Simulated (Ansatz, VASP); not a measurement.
**Al19Cu: VASP beside Ansatz**

```
CELL_PARAMETERS angstrom
5.71456 0.00000 0.00000
-2.85728 4.94896 0.00000
0.00000 0.00000 21.33185
ATOMIC_POSITIONS crystal
Al 0.00000 0.00000 0.28062
Al 0.00158 0.50079 0.28039
Al 0.49921 0.99842 0.28039
Al 0.49921 0.50079 0.28039
Al 0.33342 0.16671 0.39167
Al 0.33333 0.66667 0.39108
Al 0.83329 0.16671 0.39167
Al 0.83329 0.66658 0.39167
Al 0.66667 0.33333 0.50102
Al 0.66513 0.83257 0.50094
Al 0.16743 0.33487 0.50094
Al 0.16743 0.83257 0.50094
Al 0.99851 0.49925 0.61090
Al 0.00000 0.00000 0.60852
Al 0.50075 0.49925 0.61090
Al 0.50075 0.00149 0.61090
Al 0.33132 0.16566 0.72019
Al 0.83434 0.66868 0.72019
Al 0.83434 0.16566 0.72019
Cu 0.33333 0.66667 0.70646
```

Alike in both runs: task single point; functional PBE; dispersion D3(BJ); k mesh 9 × 9 × 1; occupations methfessel-paxton of order 1, width 0.1 eV; no spin polarisation.

```csv
,VASP,Ansatz
version,VASP 6.6.1,Ansatz 0.2.0
potentials or method,"VASP PAW PBE potentials, release 64 (Al, Cu), cutoff 520 eV","scalar-relativistic, plane waves, PAW"
valence electrons in the cell,68,76
```

|  | VASP | Ansatz | Ansatz less VASP |
| --- | --- | --- | --- |
| gap on the k mesh at the Fermi level (eV) | none | none | - |
| rms of the force components (eV/Å) | 0.036 | 0.036 | +0.0002 |

A gap of «none» marks a metal or a gap that the smearing closes. VASP's potentials hold 68 valence electrons a cell and Ansatz's 76, so a difference there can come from the potentials and not from the codes. Ansatz's warnings: vacuum density over bound, xc potential rough in thin density.
